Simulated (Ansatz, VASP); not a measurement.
# One calculation of SnO, two programs

```
Sn O
1.0
     3.93780    0.00000    0.00000
     0.00000    3.93780    0.00000
     0.00000    0.00000    4.46490
Sn O
2 2
Direct
  0.00000 0.50000 0.24253
  0.50000 0.00000 0.75747
  0.00000 0.00000 0.00000
  0.50000 0.50000 0.00000
```

Alike in both runs: task single point; functional PBEsol; k mesh 10 × 10 × 8; occupations gaussian, width 0.15 eV; no spin polarisation.

|  | VASP | Ansatz |
| --- | --- | --- |
| version | VASP 6.6.1 | Ansatz 0.2.0 |
| potentials or method | VASP PAW PBE potentials, release 64 (Sn_d, O), cutoff 520 eV | scalar-relativistic, plane waves, PAW |
| valence electrons in the cell | 40 | 40 |

Ansatz gave:

| Property | Result |
| --- | --- |
| gap on the k mesh at the Fermi level (eV) | 0.40 |
| least direct gap on the mesh (eV) | 1.63 |
| pressure (GPa) | -2.1 |
| traceless stress, the component that is largest in VASP (GPa) | 4.32 |
| rms of the force components (eV/Å) | 0.083 |

Task: What did VASP give for the same quantities?

Result: gap on the k mesh at the Fermi level (eV): 0.41; least direct gap on the mesh (eV): 1.62; pressure (GPa): -1.8; traceless stress, the component that is largest in VASP (GPa): 4.27; rms of the force components (eV/Å): 0.117.

VASP's potentials were made for PBE, not for PBEsol. Atom by atom the forces differ by 0.034 eV/Å (rms over components).
